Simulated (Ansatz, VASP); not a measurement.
# One calculation of Ti, two programs

The input POSCAR:

```
Ti
1.0
    2.9500000000      0.0000000000      0.0000000000
   -1.4750000000      2.5547749412      0.0000000000
    0.0000000000      0.0000000000      4.6800000000
Ti
2
Direct
    0.6666666667      0.3333333333      0.7500000000
    0.3333333333      0.6666666667      0.2500000000
```

INCAR.step1

```
  ALGO = Normal
  EDIFF = 1E-5
  ENCUT = 520
  GGA = PE
  ISIF = 2
  ISMEAR = -1
  LASPH = True
  LCHARG = False
  LREAL = False
  LWAVE = True
  NBANDS = 19
  NELM = 80
  PREC = Accurate
  SIGMA = 0.05
```

Contents of INCAR.step2:

```
  AEXX = 0.25
  ALGO = Normal
  EDIFF = 1E-7
  ENCUT = 520
  GGA = PS
  HFSCREEN = 0.207
  ISIF = 2
  ISMEAR = -1
  ISTART = 1
  LASPH = True
  LCHARG = False
  LHFCALC = True
  LREAL = False
  LWAVE = False
  NBANDS = 19
  NELM = 80
  PREC = Accurate
  PRECFOCK = Normal
  SIGMA = 0.05
```

KPOINTS

```
k-points
0
Gamma
  5 5 3
```

The input input.yaml:

```yaml
crystal:
  lattice:
    - [2.95, 0.0, 0.0]
    - [-1.475, 2.5547749412, 0.0]
    - [0.0, 0.0, 4.68]
  atoms:
    - { symbol: Ti, position: [0.6666666667, 0.3333333333, 0.75] }
    - { symbol: Ti, position: [0.3333333333, 0.6666666667, 0.25] }
hamiltonian:
  xc:
    exchange: hjs_pbesol
    correlation: pbesol
    exx: { coeff: 0.25, omega: 0.207 }
  pseudopotentials: { kind: paw }
kpoints:
  mp_grid: { grid: [5, 5, 3] }
  band_path:
    path:
      - [[0.0, 0.0, 0.0], [0.5, 0.0, 0.0], [0.3333333333, 0.3333333333, 0.0], [0.0, 0.0, 0.0], [0.0, 0.0, 0.5], [0.5, 0.0, 0.5], [0.3333333333, 0.3333333333, 0.5], [0.0, 0.0, 0.5]]
      - [[0.5, 0.0, 0.5], [0.5, 0.0, 0.0]]
      - [[0.3333333333, 0.3333333333, 0.0], [0.3333333333, 0.3333333333, 0.5]]
    npoints: 4
scf:
  occupations: { method: fermi_dirac, width: 0.05 }
  n_extra_bands: 6
output:
  forces: true
  stress: true
  eigenvalues: true
  fatbands: false
```

Alike in both runs: functional PBEsol-based screened hybrid with a share of 0.25 of exact exchange and HFSCREEN = 0.207; k mesh 5 × 5 × 3; occupations fermi-dirac, width 0.05 eV; no spin polarisation.

```csv
,VASP,Ansatz
version,VASP 6.6.1,Ansatz 0.2.0
potentials or method,"VASP PAW PBE potentials, release 64 (Ti_sv)",Ansatz PAW
plane-wave cutoff (eV),520,420
valence electrons in the cell,24,24
task,single point,band structure
```

```csv
,VASP,Ansatz,Ansatz less VASP
gap on the k mesh at the Fermi level (eV),none,none,-
pressure (GPa),-7.4,-6.9,+0.49
"traceless stress, the component that is largest in VASP (GPa)",-2.82,-2.85,-0.030
```

VASP's potentials were made for PBE, not for PBEsol-based screened hybrid. A gap of «none» marks a metal or a gap that the smearing closes. The functional is the same, so the differences come from potentials, cutoffs and numerics.

The k mesh is coarse, so the values compare programs but aren't converged.
